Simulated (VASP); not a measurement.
# SrVO3 (Pm-3m) in VASP: single point with PBE+U

Aim: the single point of SrVO3 with PBE+U.

Everything below comes from runs of VASP 6.6.1. Logs are shortened: lines on timing, memory, paths and dates and some standing lists are left out, and cuts for length are marked.

### 1 The cell of the first run

Symmetry: Pm-3m, No. 221, cubic system. The conventional cell has a = 3.970 Å, b = 3.970 Å, c = 3.970 Å, α = 90.00°, β = 90.00°, γ = 90.00°. Within 2.6 Å of V (site symmetry m-3m) lie 6 O at 1.98 Å. Within 2.6 Å of O (site symmetry 4/mmm) lie 2 V at 1.98 Å. Sr (site symmetry m-3m) has 12 O at 2.81 Å and 8 V at 3.44 Å within 3.7 Å.

### 2 Single point, PBE+U, non-collinear spin, typed start, spin-orbit coupling

Input file INCAR:

```
ALGO = Normal
EDIFF = 1E-6
ENCUT = 520
GGA = PE
GGA_COMPAT = False
ISIF = 2
ISMEAR = -1
LASPH = True
LCHARG = False
LDAU = True
LDAUJ = 0 0 0
LDAUL = 2 -1 -1
LDAUPRINT = 1
LDAUTYPE = 2
LDAUU = 3.88 0 0
LMAXMIX = 4
LORBIT = 11
LORBMOM = True
LREAL = False
LSORBIT = True
LWAVE = False
MAGMOM = 0 0 0.9 0 0 0 0 0 0 0 0 0 0 0 0
NBANDS = 56
NELM = 150
PREC = Accurate
SIGMA = 0.1
```

Input file KPOINTS:

```
k-points
0
Gamma
  5 5 5
```

Input file POSCAR:

```
SrVO3
1.0
    3.9696447600      0.0000000000      0.0000000000
    0.0000000000      3.9696447600      0.0000000000
    0.0000000000      0.0000000000      3.9696447600
V O Sr
1 3 1
Direct
    0.0000000000      0.0000000000      0.0000000000
    0.5000000000      0.0000000000      0.0000000000
    0.0000000000      0.5000000000      0.0000000000
    0.0000000000      0.0000000000      0.5000000000
    0.5000000000      0.5000000000      0.5000000000
```

Potentials or basis: VASP PAW PBE potentials, release 64 (V_sv, O, Sr_sv).

Started as:

```
> cat potpaw_PBE.64/V_sv/POTCAR potpaw_PBE.64/O/POTCAR potpaw_PBE.64/Sr_sv/POTCAR > POTCAR
> mpirun -np 1 vasp_ncl > vasp.out
```

OUTCAR:

```text
EDIFF = 1E-6
   ENCUT = 520
   GGA = PE
   ISIF = 2
   ISMEAR = -1
   LASPH = True
   LORBIT = 11
   LREAL = False
   LSORBIT = True
   NELM = 150
   PREC = Accurate

 ion  position               nearest neighbor table
   1  0.000  0.000  0.000-   2 1.98   3 1.98   4 1.98   4 1.98   3 1.98   2 1.98   5 3.44   5 3.44
                             5 3.44   5 3.44   5 3.44   5 3.44   5 3.44   5 3.44
   2  0.500  0.000  0.000-   1 1.98   1 1.98   5 2.81   5 2.81   5 2.81   5 2.81
   3  0.000  0.500  0.000-   1 1.98   1 1.98   5 2.81   5 2.81   5 2.81   5 2.81
   4  0.000  0.000  0.500-   1 1.98   1 1.98   5 2.81   5 2.81   5 2.81   5 2.81
   5  0.500  0.500  0.500-   2 2.81   3 2.81   4 2.81   2 2.81   3 2.81   2 2.81   4 2.81   2 2.81
                             3 2.81   4 2.81   3 2.81   4 2.81   1 3.44   1 3.44   1 3.44   1 3.44

  LATTYP: Found a simple cubic cell.
 ALAT       =     3.9696447600

  Lattice vectors:

 A1 = (   3.9696447600,   0.0000000000,   0.0000000000)
 A2 = (   0.0000000000,   3.9696447600,   0.0000000000)
 A3 = (   0.0000000000,   0.0000000000,   3.9696447600)

Analysis of symmetry for initial positions (statically):
=====================================================================
 Subroutine PRICEL returns:
 Original cell was already a primitive cell.

 Routine SETGRP: Setting up the symmetry group for a
 simple cubic supercell.

 Subroutine GETGRP returns: Found 48 space group operations
 (whereof 48 operations were pure point group operations)
 out of a pool of 48 trial point group operations.

The static configuration has the point symmetry O_h .

Analysis of symmetry for dynamics (positions and initial velocities):
=====================================================================
 Subroutine PRICEL returns:
 Original cell was already a primitive cell.

 Routine SETGRP: Setting up the symmetry group for a
 simple cubic supercell.

 Subroutine GETGRP returns: Found 48 space group operations
 (whereof 48 operations were pure point group operations)
 out of a pool of 48 trial point group operations.

The dynamic configuration has the point symmetry O_h .

Analysis of structural, dynamic, and magnetic symmetry:
=====================================================================
 Subroutine PRICEL returns:
 Original cell was already a primitive cell.

 Routine SETGRP: Setting up the symmetry group for a
 simple cubic supercell.

 Subroutine GETGRP returns: Found  8 space group operations
 (whereof  8 operations were pure point group operations)
 out of a pool of 48 trial point group operations.

The overall configuration has the point symmetry C_4h.

 Subroutine INISYM returns: Found  8 space group operations
 (whereof  8 operations are pure point group operations),
 and found     1 'primitive' translations

----------------------------------------------------------------------------------------

                                     Primitive cell

  volume of cell :      62.5540

  direct lattice vectors                    reciprocal lattice vectors
     3.969644760  0.000000000  0.000000000     0.251911710  0.000000000  0.000000000
     0.000000000  3.969644760  0.000000000     0.000000000  0.251911710  0.000000000
     0.000000000  0.000000000  3.969644760     0.000000000  0.000000000  0.251911710

  length of vectors
     3.969644760  3.969644760  3.969644760     0.251911710  0.251911710  0.251911710

  position of ions in fractional coordinates (direct lattice)
     0.000000000  0.000000000  0.000000000
     0.500000000  0.000000000  0.000000000
     0.000000000  0.500000000  0.000000000
     0.000000000  0.000000000  0.500000000
     0.500000000  0.500000000  0.500000000

  ion indices of the primitive-cell ions
   primitive index   ion index
                 1           1
                 2           2
                 3           3
                 4           4
                 5           5

----------------------------------------------------------------------------------------

 KPOINTS: k-points

Automatic generation of k-mesh.
 Grid dimensions read from file:
 generate k-points for:    5    5    5

 Generating k-lattice:

  Cartesian coordinates                     Fractional coordinates (reciprocal lattice)
     0.050382342  0.000000000  0.000000000     0.200000000  0.000000000  0.000000000
[... 143 lines left out ...]
  o =  0.2866  v =  0.0408 -0.0000  0.0000  0.0000 -0.0007 -0.0000  0.0032 -0.0000  0.0000 -0.0000      0.0000  0.0000 -0.0000 -0.0000 -0.9992  0.0000 -0.0000  0.0000  0.0032  0.0000
  o =  0.2870  v =  0.0000  0.0000 -0.9290  0.0000  0.0000  0.0000 -0.0024  0.0000 -0.0059 -0.0000      0.0000 -0.0000  0.3700  0.0000 -0.0000  0.0000 -0.0059 -0.0000  0.0024 -0.0000
  o =  0.4311  v = -0.0000 -0.5863 -0.0000 -0.3944  0.0000 -0.0000 -0.0000  0.0203  0.0000 -0.0000      0.0000  0.3944  0.0000 -0.5863  0.0000  0.0000  0.0000  0.0303 -0.0000 -0.0000
  o =  0.4692  v = -0.9991 -0.0000 -0.0000 -0.0000 -0.0000 -0.0000  0.0083 -0.0000 -0.0000 -0.0000      0.0000 -0.0000 -0.0000  0.0000 -0.0408 -0.0000  0.0000 -0.0000  0.0083  0.0000
  o =  0.4977  v = -0.0000  0.5326 -0.0000  0.4649  0.0000  0.0094  0.0000  0.0000 -0.0000  0.0115      0.0000  0.4649  0.0000 -0.5326 -0.0000  0.0082  0.0000  0.0000 -0.0000 -0.0131

 number of electron      40.9999994 magnetization       0.0000000     -0.0000000      0.9996253

 Free energy of the ion-electron system (eV)
  ---------------------------------------------------
  ext. energy  EPLUGINS =         0.00000000
  ---------------------------------------------------
  free energy    TOTEN  =       -35.62808905 eV

  energy without entropy =      -35.58967112  energy(sigma->0) =      -35.60888009

 E-fermi :   4.7919     XC(G=0): -11.0414

 val. band max:        4.7355608545   @ k =   0.2000   0.2000   0.2000
 cond. band min:       5.0961968227   @ k =   0.4000   0.4000   0.0000
 fundamental gap:      0.3606359682
 Fermi energy:         4.7918843670

 k-point     1 :       0.0000    0.0000    0.0000
  band No.  band energies     occupation
      1     -61.8021      1.00000
      2     -60.5337      1.00000
      3     -35.9338      1.00000
      4     -35.7027      1.00000
      5     -35.2871      1.00000
      6     -34.4489      1.00000
[... 1165 lines left out ...]
     52      10.7541      0.00000
     53      10.8122      0.00000
 [bands above 53 left out]

------------------------ aborting loop because EDIFF is reached ----------------------------------------

  FORCE on cell =-STRESS in cart. coord.  units (eV):
  Direction    XX          YY          ZZ          XY          YZ          ZX
  --------------------------------------------------------------------------------------
  -------------------------------------------------------------------------------------
  Total       -2.9599310     -2.9599310     -2.9789386     -0.0000001     -0.0000000      0.0000000
  in kB      -75.8118748    -75.8118748    -76.2987110     -0.0000034     -0.0000000      0.0000000
  external PRESSURE =     -75.9741536 kB  Pullay stress =       0.0000000 kB

 VOLUME and BASIS-vectors are now :
 -----------------------------------------------------------------------------
  energy-cutoff  :      520.00
  volume of cell :       62.55
      direct lattice vectors                 reciprocal lattice vectors
     3.969644760  0.000000000  0.000000000     0.251911710  0.000000000  0.000000000
     0.000000000  3.969644760  0.000000000     0.000000000  0.251911710  0.000000000
     0.000000000  0.000000000  3.969644760     0.000000000  0.000000000  0.251911710

 POSITION                                       TOTAL-FORCE (eV/Angst)
 -----------------------------------------------------------------------------------
      0.00000      0.00000      0.00000         0.000000      0.000000      0.000000
      1.98482      0.00000      0.00000         0.000000      0.000000      0.000000
      0.00000      1.98482      0.00000         0.000000      0.000000      0.000000
      0.00000      0.00000      1.98482         0.000000      0.000000      0.000000
      1.98482      1.98482      1.98482         0.000000      0.000000      0.000000
 -----------------------------------------------------------------------------------
    total drift:                                0.000000     -0.000000     -0.000000

  FREE ENERGIE OF THE ION-ELECTRON SYSTEM (eV)
  ---------------------------------------------------
  free  energy   TOTEN  =       -35.6280890544 eV

  energy  without entropy=      -35.5896711208  energy(sigma->0) =      -35.60888009

 orbital moment (x)

 # of ion     p       d       tot
 ----------------------------------------
  1         0.000   0.000   0.000
  2         0.000   0.000   0.000
  3        -0.000   0.000  -0.000
  4         0.000   0.000   0.000
  5         0.000   0.000   0.000
 ----------------------------------------
           -0.000   0.000   0.000

 orbital moment (y)

 # of ion     p       d       tot
 ----------------------------------------
  1        -0.000   0.000   0.000
  2         0.000   0.000   0.000
  3         0.000   0.000   0.000
  4        -0.000   0.000  -0.000
  5         0.000   0.000   0.000
 ----------------------------------------
            0.000   0.000   0.000

 orbital moment (z)

 # of ion     p       d       tot
 ----------------------------------------
  1        -0.000   0.043   0.043
  2        -0.001   0.000  -0.001
  3        -0.001   0.000  -0.001
  4        -0.000   0.000  -0.000
  5         0.000  -0.000  -0.000
 ----------------------------------------
           -0.001   0.043   0.041

 Spin-Orbit-Coupling matrix elements

 Ion:    1  E_soc:     -0.0152230
 l=   1
     0.0000000    -0.0024010    -0.0024003
    -0.0024010     0.0000000    -0.0024010
    -0.0024003    -0.0024010     0.0000000
 l=   2
     0.0000000    -0.0001070     0.0000000    -0.0001070    -0.0002844
    -0.0001070     0.0000000    -0.0001621     0.0005360    -0.0000613
     0.0000000    -0.0001621     0.0000000    -0.0001621     0.0000000
    -0.0001070     0.0005360    -0.0001621     0.0000000    -0.0000613
    -0.0002844    -0.0000613     0.0000000    -0.0000613     0.0000000
 l=   3
     0.0000000     0.0000000     0.0000000     0.0000000     0.0000000     0.0000000     0.0000000
     0.0000000     0.0000000     0.0000000     0.0000000     0.0000000     0.0000000     0.0000000
     0.0000000     0.0000000     0.0000000     0.0000000     0.0000000     0.0000000     0.0000000
     0.0000000     0.0000000     0.0000000     0.0000000     0.0000000     0.0000000     0.0000000
[... 69 lines left out ...]
 l=   2
     0.0000000    -0.0000042     0.0000000    -0.0000042    -0.0000155
    -0.0000042     0.0000000    -0.0000104    -0.0000044    -0.0000035
     0.0000000    -0.0000104     0.0000000    -0.0000104     0.0000000
    -0.0000042    -0.0000044    -0.0000104     0.0000000    -0.0000035
    -0.0000155    -0.0000035     0.0000000    -0.0000035     0.0000000
 l=   3
     0.0000000     0.0000000     0.0000000     0.0000000     0.0000000     0.0000000     0.0000000
     0.0000000     0.0000000     0.0000000     0.0000000     0.0000000     0.0000000     0.0000000
     0.0000000     0.0000000     0.0000000     0.0000000     0.0000000     0.0000000     0.0000000
     0.0000000     0.0000000     0.0000000     0.0000000     0.0000000     0.0000000     0.0000000
     0.0000000     0.0000000     0.0000000     0.0000000     0.0000000     0.0000000     0.0000000
     0.0000000     0.0000000     0.0000000     0.0000000     0.0000000     0.0000000     0.0000000
     0.0000000     0.0000000     0.0000000     0.0000000     0.0000000     0.0000000     0.0000000

 total charge

# of ion       s       p       d       tot
------------------------------------------
    1        2.260   6.291   2.724  11.275
    2        1.560   3.451   0.000   5.011
    3        1.560   3.451   0.000   5.011
    4        1.560   3.451   0.000   5.011
    5        1.996   5.805   0.180   7.981
--------------------------------------------------
tot          8.936  22.449   2.904  34.289

 magnetization (x)

# of ion       s       p       d       tot
------------------------------------------
    1        0.000   0.000   0.000   0.000
    2        0.000   0.000   0.000   0.000
    3        0.000   0.000   0.000   0.000
    4        0.000   0.000   0.000   0.000
    5        0.000   0.000   0.000   0.000
--------------------------------------------------
tot          0.000   0.000   0.000   0.000

 magnetization (y)

# of ion       s       p       d       tot
------------------------------------------
    1        0.000  -0.000  -0.000  -0.000
    2        0.000   0.000   0.000   0.000
    3       -0.000  -0.000   0.000  -0.000
    4        0.000   0.000   0.000   0.000
    5        0.000   0.000   0.000   0.000
--------------------------------------------------
tot         -0.000  -0.000  -0.000  -0.000

 magnetization (z)

# of ion       s       p       d       tot
------------------------------------------
    1        0.010   0.011   1.186   1.207
    2       -0.002  -0.079   0.000  -0.081
    3       -0.002  -0.079   0.000  -0.081
    4       -0.002  -0.080   0.000  -0.082
    5       -0.000  -0.002   0.001  -0.001
--------------------------------------------------
tot          0.003  -0.229   1.186   0.961
```

It took 4.2 min on 1 thread of Intel Xeon 6975P-C (Granite Rapids), shared host; peak memory 0.36 GiB.

Results:

- Free energy: -35.6281 eV
- Pressure: -7.6 GPa
- Net moment: 1.00 μB per cell
- Valence electrons inside the program's atomic spheres: V 11.28; O 5.01; Sr 7.98

Moments on the atoms (μB; x, y, z):
```
V    0.00  0.00  1.21
O    0.00  0.00 -0.08
O    0.00  0.00 -0.08
O    0.00  0.00 -0.08
Sr   0.00  0.00  0.00
```

Caveat: the cell stands under tension.
